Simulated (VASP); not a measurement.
A run of VASP 6.6.1:

The input INCAR:

```
SYSTEM = Ir
PREC = Accurate ; ENCUT = 520
EDIFF = 1E-7 ; ISMEAR = 0
SIGMA = 0.15 ; LREAL = .False.
LASPH = .True. ; NELM = 80
ALGO = Fast ; ISIF = 2
LWAVE = .False. ; LCHARG = .False.
GGA = PS ; NBANDS = 10
```

The input KPOINTS:

```
Automatic mesh
0
Gamma
  22 22 22
  0 0 0
```

POSCAR

```
Ir
1.0
    0.0000000000      2.0732760000      1.9964880000
    2.0732760000      0.0000000000      1.9964880000
    2.0732760000      2.0732760000      0.0000000000
Ir
1
Direct
    0.0000000000      0.0000000000      0.0000000000
```

Potentials or basis: VASP PAW PBE potentials, release 64 (Ir).

Run with:

```bash
$ cat potpaw_PBE.64/Ir/POTCAR > POTCAR
$ mpirun -np 1 vasp_std > vasp.out
```

Hardware: 1 thread of Intel(R) Xeon(R) Platinum 8259CL CPU @ 2.50GHz (Skylake/Cascade Lake), with other jobs on the host.

Q: How long does it take, and how much memory?

A: It took 99 s on 1 thread of Intel(R) Xeon(R) Platinum 8259CL CPU @ 2.50GHz (Skylake/Cascade Lake) (shared host), peak memory 0.27 GiB. Counts: scf iterations 15, k points 834.
